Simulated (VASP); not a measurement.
# NaI (F-43m) in VASP: notebook

Aim: see how the results for NaI move with the level of theory and the settings. Levels: PBE, LDA, r2SCAN, HSE06. Tasks: single point.

Program: VASP 6.6.1. These are calculated values, not measurements. Logs are shortened: lines on timing, memory, paths and dates and some standing lists are left out, and cuts for length are marked.

### 1 The cell of the first run

The structure is cubic, space group F-43m (No. 216). Conventional cell: a = 7.086 Å, b = 7.086 Å, c = 7.086 Å, α = 90.00°, β = 90.00°, γ = 90.00°. Na (site symmetry -43m) has 4 I at 3.07 Å within 4.0 Å. Within 4.0 Å of I (site symmetry -43m) lie 4 Na at 3.07 Å.

### 2 Single point, PBE

File INCAR:

```
SYSTEM = NaI
  PREC = Accurate
  ENCUT = 520
  EDIFF = 1E-6
  ISMEAR = 0
  SIGMA = 0.01
  LREAL = .FALSE.
  LASPH = .TRUE.
  NELM = 80
  ALGO = Normal
  ISIF = 2
  LWAVE = .FALSE.
  LCHARG = .TRUE.
  GGA = PE
  LELF = .TRUE.
  LVHAR = .TRUE.
  NBANDS = 14
```

File KPOINTS:

```
regular mesh
0
G
  4 4 4
  0 0 0
```

File POSCAR:

```
NaI
1.0
    0.0000000000      3.5431916835      3.5431916835
    3.5431916835      0.0000000000      3.5431916835
    3.5431916835      3.5431916835      0.0000000000
Na I
1 1
Direct
    0.0000000000      0.0000000000      0.0000000000
    0.2500000000      0.2500000000      0.2500000000
```

Potentials or basis: VASP PAW PBE potentials, release 64 (Na_pv, I).

On the command line:

```
> cat potpaw_PBE.64/Na_pv/POTCAR potpaw_PBE.64/I/POTCAR > POTCAR
> mpirun -np 1 vasp_std > vasp.out
```

OUTCAR:

```text
SYSTEM = NaI
   PREC = Accurate
   ENCUT = 520
   EDIFF = 1E-6
   ISMEAR = 0
   LREAL = .FALSE.
   LASPH = .TRUE.
   NELM = 80
   ISIF = 2
   GGA = PE

 ion  position               nearest neighbor table
   1  0.000  0.000  0.000-   2 3.07   2 3.07   2 3.07   2 3.07
   2  0.250  0.250  0.250-   1 3.07   1 3.07   1 3.07   1 3.07

  LATTYP: Found a face centered cubic cell.
 ALAT       =     7.0863833670

  Lattice vectors:

 A1 = (   0.0000000000,   3.5431916835,   3.5431916835)
 A2 = (   3.5431916835,   0.0000000000,   3.5431916835)
 A3 = (   3.5431916835,   3.5431916835,   0.0000000000)

Analysis of symmetry for initial positions (statically):
=====================================================================
 Subroutine PRICEL returns:
 Original cell was already a primitive cell.

 Routine SETGRP: Setting up the symmetry group for a
 face centered cubic supercell.

 Subroutine GETGRP returns: Found 24 space group operations
 (whereof 24 operations were pure point group operations)
 out of a pool of 48 trial point group operations.

The static configuration has the point symmetry T_d .

Analysis of symmetry for dynamics (positions and initial velocities):
=====================================================================
 Subroutine PRICEL returns:
 Original cell was already a primitive cell.

 Routine SETGRP: Setting up the symmetry group for a
 face centered cubic supercell.

 Subroutine GETGRP returns: Found 24 space group operations
 (whereof 24 operations were pure point group operations)
 out of a pool of 48 trial point group operations.

The dynamic configuration has the point symmetry T_d .

 Subroutine INISYM returns: Found 24 space group operations
 (whereof 24 operations are pure point group operations),
 and found     1 'primitive' translations

----------------------------------------------------------------------------------------

                                     Primitive cell

  volume of cell :      88.9639

  direct lattice vectors                    reciprocal lattice vectors
     0.000000000  3.543191683  3.543191683    -0.141115707  0.141115707  0.141115707
     3.543191683  0.000000000  3.543191683     0.141115707 -0.141115707  0.141115707
     3.543191683  3.543191683  0.000000000     0.141115707  0.141115707 -0.141115707

  length of vectors
     5.010829733  5.010829733  5.010829733     0.244419575  0.244419575  0.244419575

  position of ions in fractional coordinates (direct lattice)
     0.000000000  0.000000000  0.000000000
     0.250000000  0.250000000  0.250000000

  ion indices of the primitive-cell ions
   primitive index   ion index
                 1           1
                 2           2

----------------------------------------------------------------------------------------

 KPOINTS: regular mesh

Automatic generation of k-mesh.
 Grid dimensions read from file:
 generate k-points for:    4    4    4

 Generating k-lattice:

  Cartesian coordinates                     Fractional coordinates (reciprocal lattice)
    -0.035278927  0.035278927  0.035278927     0.250000000  0.000000000  0.000000000
     0.035278927 -0.035278927  0.035278927     0.000000000  0.250000000  0.000000000
     0.035278927  0.035278927 -0.035278927     0.000000000  0.000000000  0.250000000

  Length of vectors
     0.061104894  0.061104894  0.061104894

  Shift w.r.t. Gamma in fractional coordinates (k-lattice)
     0.000000000  0.000000000  0.000000000

 Subroutine IBZKPT returns following result:
 ===========================================

 Found      8 irreducible k-points:

 Following reciprocal coordinates:
            Coordinates               Weight
  0.000000  0.000000  0.000000      1.000000
  0.250000  0.000000  0.000000      8.000000
  0.500000  0.000000  0.000000      4.000000
  0.250000  0.250000  0.000000      6.000000
  0.500000  0.250000  0.000000     24.000000
 -0.250000  0.250000  0.000000     12.000000
  0.500000  0.500000  0.000000      3.000000
 -0.250000  0.500000  0.250000      6.000000
   k-points           NKPTS =      8   k-points in BZ     NKDIM =      8   number of bands    NBANDS=     14
   number of dos      NEDOS =    301   number of ions     NIONS =      2
   total plane-waves  NPLWV =  64000
   dimension x,y,z NGX =    40 NGY =   40 NGZ =   40
   dimension x,y,z NGXF=    80 NGYF=   80 NGZF=   80
   ions per type =               1   1
   NGX,Y,Z   is equivalent  to a cutoff of  13.27, 13.27, 13.27 a.u.
   NGXF,Y,Z  is equivalent  to a cutoff of  26.54, 26.54, 26.54 a.u.
 SYSTEM =  NaI
   PREC   = accura    normal or accurate (medium, high low for compatibility)
   ISTART =      0    job   : 0-new  1-cont  2-samecut
   ICHARG =      2    charge: 1-file 2-atom 10-const
   ISPIN  =      1    spin polarized calculation?
   LNONCOLLINEAR =      F non collinear calculations
   LSORBIT =      F    spin-orbit coupling
   LASPH  =      T    aspherical Exc in radial PAW
   ENCUT  =  520.0 eV  38.22 Ry    6.18 a.u.   9.32  9.32  9.32*2*pi/ulx,y,z
   NELM   =     80;   NELMIN=  2; NELMDL= -5     # of ELM steps
   EDIFF  = 0.1E-05   stopping-criterion for ELM
   LREAL  =      F    real-space projection
   EDIFFG = 0.1E-04   stopping-criterion for IOM
   NSW    =      0    number of steps for IOM
   IBRION =     -1    ionic relax: 0-MD 1-quasi-New 2-CG
   NFREE  =      0    steps in history (QN), initial steepest desc. (CG)
   ISIF   =      2    stress and relaxation
   ISYM   =      2    0-nonsym 1-usesym 2-fastsym
   POTIM  = 0.5000    time-step for ionic-motion
   TEBEG  =    0.0;   TEEND  =   0.0 temperature during run
   PSTRESS=    0.0 pullay stress
   NELECT =      14.0000    total number of electrons
   NUPDOWN=      -1.0000    fix difference up-down
   EMIN   =  10.00;   EMAX   =-10.00  energy-range for DOS
   EFERMI =   0.00;   METHOD = LEGACY
   ISMEAR =     0;   SIGMA  =   0.01  broadening in eV -4-tet -1-fermi 0-gaus
   EFERMI_NEDOS =   21; number of points for ismear=-14 and -15
   IALGO  =     38    algorithm
   IMIX   =      4    mixing-type and parameters
     AMIX     =   0.40;   BMIX     =  1.00
     AMIX_MAG =   1.60;   BMIX_MAG =  1.00
  volume/ion in A,a.u.               =      44.48       300.18
  Fermi-wavevector in a.u.,A,eV,Ry     =   0.883852  1.670238 10.628794  0.781194
  Thomas-Fermi vector in A             =   2.004674
   LORBIT       =      0    0 simple, 1 ext, 2 COOP (PROOUT), +10 PAW based schemes
   GGA     = PE    functional components
   LHFCALC =     F    Hartree Fock is set to
   AEXX    =    0.0000 exact exchange contribution
   IVDW    =     0    specifies the selected vdW correction
   LEPSILON=     F    determine dielectric tensor
   LRPA    =     F    only Hartree local field effects (RPA)
 non-spin polarized calculation
 Gauss-broadening in eV      SIGMA  =   0.01
  energy-cutoff  :      520.00
  volume of cell :       88.96
 maximum number of plane-waves:      2421
 NGX is ok and might be reduce to    40
   NGX = 19   NGY = 19   NGZ = 19

 number of electron      14.0000001 magnetization

 Free energy of the ion-electron system (eV)
  ---------------------------------------------------
  ext. energy  EPLUGINS =         0.00000000
  ---------------------------------------------------
  free energy    TOTEN  =        -5.28913622 eV

  energy without entropy =       -5.28913622  energy(sigma->0) =       -5.28913622

 E-fermi :  -1.0547     XC(G=0):  -6.4605

 val. band max:       -1.1083783952   @ k =   0.0000   0.0000   0.0000
 cond. band min:       2.7131415015   @ k =   0.0000   0.0000   0.0000
 fundamental gap:      3.8215198968
 Fermi energy:        -1.0547369791

 k-point     1 :       0.0000    0.0000    0.0000
  band No.  band energies     occupation
      1     -23.1988      2.00000
      2     -23.1988      2.00000
      3     -23.1988      2.00000
      4     -11.5408      2.00000
      5      -1.1084      2.00000
      6      -1.1084      2.00000
      7      -1.1084      2.00000
      8       2.7131      0.00000
      9       6.7901      0.00000
     10       6.7901      0.00000
     11       6.7901      0.00000
     12       8.5614      0.00000
     13       8.5614      0.00000
     14       9.8643      0.00000

 k-point     2 :       0.2500    0.0000    0.0000
  band No.  band energies     occupation
      1     -23.2001      2.00000
      2     -23.1990      2.00000
      3     -23.1990      2.00000
      4     -11.4772      2.00000
      5      -1.8109      2.00000
      6      -1.1765      2.00000
      7      -1.1765      2.00000
      8       3.7673      0.00000
      9       6.2835      0.00000
     10       6.9018      0.00000
     11       6.9018      0.00000
     12       8.2850      0.00000
     13       8.2850      0.00000
     14       9.2875      0.00000

 k-point     3 :       0.5000    0.0000    0.0000
  band No.  band energies     occupation
      1     -23.2014      2.00000
      2     -23.1991      2.00000
      3     -23.1991      2.00000
      4     -11.4114      2.00000
      5      -2.3308      2.00000
      6      -1.2412      2.00000
      7      -1.2412      2.00000
      8       4.3026      0.00000
      9       6.5558      0.00000
     10       6.5558      0.00000
     11       6.6110      0.00000
     12       9.4274      0.00000
     13      10.1222      0.00000
     14      10.1222      0.00000
[... 52 lines left out ...]
 k-point     7 :       0.5000    0.5000    0.0000
  band No.  band energies     occupation
      1     -23.2016      2.00000
      2     -23.1996      2.00000
      3     -23.1996      2.00000
      4     -11.3694      2.00000
      5      -2.2405      2.00000
      6      -1.5055      2.00000
      7      -1.5055      2.00000
      8       4.0786      0.00000
      9       5.0843      0.00000
     10       7.9181      0.00000
     11       9.3329      0.00000
     12       9.3329      0.00000
     13      10.4677      0.00000
     14      10.6500      0.00000

 k-point     8 :      -0.2500    0.5000    0.2500
  band No.  band energies     occupation
      1     -23.2013      2.00000
      2     -23.1999      2.00000
      3     -23.1996      2.00000
      4     -11.3689      2.00000
      5      -1.9742      2.00000
      6      -1.8377      2.00000
      7      -1.5578      2.00000
      8       4.9615      0.00000
      9       6.1627      0.00000
     10       6.4876      0.00000
     11       6.7757      0.00000
     12       9.6706      0.00000
     13      10.1781      0.00000
     14      10.6417      0.00000

------------------------ aborting loop because EDIFF is reached ----------------------------------------

  FORCE on cell =-STRESS in cart. coord.  units (eV):
  Direction    XX          YY          ZZ          XY          YZ          ZX
  --------------------------------------------------------------------------------------
  -------------------------------------------------------------------------------------
  Total        0.2162398      0.2162398      0.2162398      0.0000000      0.0000000      0.0000000
  in kB        3.8943251      3.8943251      3.8943251      0.0000000      0.0000000      0.0000000
  external PRESSURE =       3.8943251 kB  Pullay stress =       0.0000000 kB

 VOLUME and BASIS-vectors are now :
 -----------------------------------------------------------------------------
  energy-cutoff  :      520.00
  volume of cell :       88.96
      direct lattice vectors                 reciprocal lattice vectors
     0.000000000  3.543191683  3.543191683    -0.141115707  0.141115707  0.141115707
     3.543191683  0.000000000  3.543191683     0.141115707 -0.141115707  0.141115707
     3.543191683  3.543191683  0.000000000     0.141115707  0.141115707 -0.141115707

 POSITION                                       TOTAL-FORCE (eV/Angst)
 -----------------------------------------------------------------------------------
      0.00000      0.00000      0.00000        -0.000000     -0.000000     -0.000000
      1.77160      1.77160      1.77160         0.000000      0.000000      0.000000
 -----------------------------------------------------------------------------------
    total drift:                                0.000001      0.000001      0.000001

  FREE ENERGIE OF THE ION-ELECTRON SYSTEM (eV)
  ---------------------------------------------------
  free  energy   TOTEN  =        -5.2891362204 eV

  energy  without entropy=       -5.2891362204  energy(sigma->0) =       -5.28913622
```

Run time: 19 s. Hardware: 1 thread of Intel Xeon Platinum 8488C (Sapphire Rapids), shared host; peak memory 0.23 GiB.

What came out:

* Free energy: -5.2891 eV
* Pressure: 0.4 GPa
* Band gap on the k mesh: 3.82 eV, direct

Caveat: spin-orbit coupling is left out, which moves the levels of the heavy elements. A hybrid or GW would open this gap; PBE tends to underestimate it.

### 3 Single point, PBE

File INCAR:

```
PREC     = Accurate       # precision mode
ENCUT    = 520            # plane-wave cutoff, eV
EDIFF    = 1E-6           # SCF threshold, eV
ISMEAR   = 0              # smearing method
SIGMA    = 0.01           # smearing width, eV
LREAL    = False          # projectors in reciprocal space
LASPH    = True           # aspherical terms in the spheres
NELM     = 60             # most SCF steps
ALGO     = Normal         # electronic algorithm
ISIF     = 2              # what is computed and relaxed
LWAVE    = False          # write WAVECAR
LCHARG   = False          # write CHGCAR
GGA      = PE             # functional
NBANDS   = 14             # bands
```

File KPOINTS:

```
regular mesh
0
Gamma
  4 4 4
```

POSCAR is that of step 2.

Potentials or basis: VASP PAW PBE potentials, release 64 (Na_pv, I).

On the command line:

```
> cat potpaw_PBE.64/Na_pv/POTCAR potpaw_PBE.64/I/POTCAR > POTCAR
> mpirun -np 1 vasp_std > vasp.out
```

OUTCAR:

```text
PREC = Accurate
   ENCUT = 520
   EDIFF = 1E-6
   ISMEAR = 0
   LREAL = False
   LASPH = True
   NELM = 60
   ISIF = 2
   GGA = PE

 ion  position               nearest neighbor table
   1  0.000  0.000  0.000-   2 3.07   2 3.07   2 3.07   2 3.07
   2  0.250  0.250  0.250-   1 3.07   1 3.07   1 3.07   1 3.07

  LATTYP: Found a face centered cubic cell.
 ALAT       =     7.0863833670

  Lattice vectors:

 A1 = (   0.0000000000,   3.5431916835,   3.5431916835)
 A2 = (   3.5431916835,   0.0000000000,   3.5431916835)
 A3 = (   3.5431916835,   3.5431916835,   0.0000000000)

Analysis of symmetry for initial positions (statically):
=====================================================================
 Subroutine PRICEL returns:
 Original cell was already a primitive cell.

 Routine SETGRP: Setting up the symmetry group for a
 face centered cubic supercell.

 Subroutine GETGRP returns: Found 24 space group operations
 (whereof 24 operations were pure point group operations)
 out of a pool of 48 trial point group operations.

The static configuration has the point symmetry T_d .

Analysis of symmetry for dynamics (positions and initial velocities):
[... 157 lines left out ...]
      6      -1.1084      2.00000
      7      -1.1084      2.00000
      8       2.7131      0.00000
      9       6.7901      0.00000
     10       6.7901      0.00000
     11       6.7901      0.00000
     12       8.5614      0.00000
     13       8.5614      0.00000
     14       9.8643      0.00000
[... 105 lines left out ...]
      1     -23.2013      2.00000
      2     -23.1999      2.00000
      3     -23.1996      2.00000
      4     -11.3689      2.00000
      5      -1.9742      2.00000
      6      -1.8377      2.00000
      7      -1.5578      2.00000
      8       4.9615      0.00000
      9       6.1627      0.00000
     10       6.4876      0.00000
     11       6.7757      0.00000
     12       9.6706      0.00000
     13      10.1781      0.00000
     14      10.6417      0.00000

------------------------ aborting loop because EDIFF is reached ----------------------------------------

  FORCE on cell =-STRESS in cart. coord.  units (eV):
  Direction    XX          YY          ZZ          XY          YZ          ZX
  --------------------------------------------------------------------------------------
  -------------------------------------------------------------------------------------
  Total        0.2162398      0.2162398      0.2162398      0.0000000      0.0000000      0.0000000
  in kB        3.8943251      3.8943251      3.8943251      0.0000000      0.0000000      0.0000000
  external PRESSURE =       3.8943251 kB  Pullay stress =       0.0000000 kB

 VOLUME and BASIS-vectors are now :
 -----------------------------------------------------------------------------
  energy-cutoff  :      520.00
  volume of cell :       88.96
      direct lattice vectors                 reciprocal lattice vectors
     0.000000000  3.543191683  3.543191683    -0.141115707  0.141115707  0.141115707
     3.543191683  0.000000000  3.543191683     0.141115707 -0.141115707  0.141115707
     3.543191683  3.543191683  0.000000000     0.141115707  0.141115707 -0.141115707

 POSITION                                       TOTAL-FORCE (eV/Angst)
 -----------------------------------------------------------------------------------
      0.00000      0.00000      0.00000        -0.000000     -0.000000     -0.000000
      1.77160      1.77160      1.77160         0.000000      0.000000      0.000000
 -----------------------------------------------------------------------------------
    total drift:                                0.000001      0.000001      0.000001

  FREE ENERGIE OF THE ION-ELECTRON SYSTEM (eV)
  ---------------------------------------------------
  free  energy   TOTEN  =        -5.2891362204 eV

  energy  without entropy=       -5.2891362204  energy(sigma->0) =       -5.28913622
```

OSZICAR:

```text
N       E                     dE             d eps       ncg     rms          rms(c)
DAV:   1     0.849545521471E+02    0.84955E+02   -0.62013E+03   224   0.826E+02
DAV:   2     0.208285966988E+01   -0.82872E+02   -0.76324E+02   230   0.202E+02
DAV:   3    -0.518711732509E+01   -0.72700E+01   -0.72372E+01   296   0.606E+01
DAV:   4    -0.538598846169E+01   -0.19887E+00   -0.19882E+00   306   0.109E+01
DAV:   5    -0.538828737619E+01   -0.22989E-02   -0.22989E-02   306   0.110E+00    0.164E+00
DAV:   6    -0.528751672124E+01    0.10077E+00   -0.13030E-01   248   0.169E+00    0.113E+00
DAV:   7    -0.527938716284E+01    0.81296E-02   -0.10409E-01   260   0.138E+00    0.714E-01
DAV:   8    -0.528891154491E+01   -0.95244E-02   -0.10526E-02   254   0.663E-01    0.218E-01
DAV:   9    -0.528873368062E+01    0.17786E-03   -0.23644E-04   278   0.135E-01    0.671E-02
DAV:  10    -0.528911386040E+01   -0.38018E-03   -0.45220E-04   248   0.128E-01    0.184E-02
DAV:  11    -0.528913317111E+01   -0.19311E-04   -0.44233E-05   272   0.522E-02    0.502E-03
DAV:  12    -0.528913556573E+01   -0.23946E-05   -0.35294E-06   272   0.106E-02    0.279E-03
DAV:  13    -0.528913622043E+01   -0.65471E-06   -0.71221E-07   272   0.496E-03
   1 F= -.52891362E+01 E0= -.52891362E+01  d E =-.842897E-16
```

Wall time 15 s (1 thread of Intel Xeon Platinum 8488C (Sapphire Rapids), shared host); peak memory 0.23 GiB.

What came out:

* Free energy: -5.2891 eV
* Pressure: 0.4 GPa
* Band gap on the k mesh: 3.82 eV, direct

Caveat: spin-orbit coupling is left out, which moves the levels of the heavy elements.

[end of part 1 of 2]
